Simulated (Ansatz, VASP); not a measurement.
## One calculation of ZnSe, two programs

Contents of INCAR:

```
  PREC = Accurate
  ENCUT = 520
  EDIFF = 1E-6
  ISMEAR = 0
  SIGMA = 0.05
  LREAL = False
  LASPH = True
  NELM = 60
  ALGO = Normal
  ISIF = 2
  LWAVE = False
  LCHARG = True
  LELF = True
  LVHAR = True
  NBANDS = 26
```

Contents of KPOINTS:

```
Automatic mesh
0
Gamma
  8 8 6
```

Contents of POSCAR:

```
ZnSe
1.0
    3.8630000000      0.0000000000      0.0000000000
    0.0000000000      3.8630000000      0.0000000000
    0.0000000000      0.0000000000      4.6254000000
Zn Se
2 2
Direct
    0.0000000000      0.0000000000      0.0000000000
    0.5000000000      0.5000000000      0.0000000000
    0.0000000000      0.5000000000      0.2797006019
    0.5000000000      0.0000000000      0.7202993981
```

Input for Ansatz:

```yaml
crystal:
  lattice:
    - [3.863, 0.0, 0.0]
    - [0.0, 3.863, 0.0]
    - [0.0, 0.0, 4.6254]
  atoms:
    - { symbol: Zn, position: [0.0, 0.0, 0.0] }
    - { symbol: Zn, position: [0.5, 0.5, 0.0] }
    - { symbol: Se, position: [0.0, 0.5, 0.2797006019] }
    - { symbol: Se, position: [0.5, 0.0, 0.7202993981] }
basis:
  ecutwfc: 520.0
kpoints:
  mp_grid: { grid: [8, 8, 6] }
hamiltonian:
  xc: lda
  pseudopotentials: { kind: paw, azcp: { folder: soft_1 } }
scf:
  occupations: { method: gaussian, width: 0.05 }
output:
  forces: true
  stress: true
  eigenvalues: true
```

Alike in both runs: task single point; functional LDA; k mesh 8 × 8 × 6; occupations gaussian, width 0.05 eV; no spin polarisation.

|  | VASP | Ansatz |
| --- | --- | --- |
| version | VASP 6.6.1 | Ansatz 0.2.0 |
| potentials or method | VASP PAW LDA potentials, release 64 (Zn, Se), cutoff 520 eV | scalar-relativistic, plane waves, PAW |
| valence electrons in the cell | 36 | 56 |

VASP gave:

```
gap on the k mesh at the Fermi level (eV)                     : 0.99
least direct gap on the mesh (eV)                             : 0.99
pressure (GPa)                                                : 21.0
traceless stress, the component that is largest in VASP (GPa) : -0.28
rms of the force components (eV/Å)                            : 1.128
```

Question: Estimate Ansatz's values.

Answer: gap on the k mesh at the Fermi level (eV): 1.00; least direct gap on the mesh (eV): 1.00; pressure (GPa): 20.1; traceless stress, the component that is largest in VASP (GPa): -0.15; rms of the force components (eV/Å): 1.083.

Ansatz warns that its potentials were made for another functional, while VASP's fit it. LDA's correlation is that of Perdew and Zunger in VASP and of Perdew and Wang (1992) in Ansatz. Atom by atom the forces differ by 0.045 eV/Å (rms over components). VASP's potentials hold 36 valence electrons a cell and Ansatz's 56, so a difference there can come from the potentials and not from the codes.
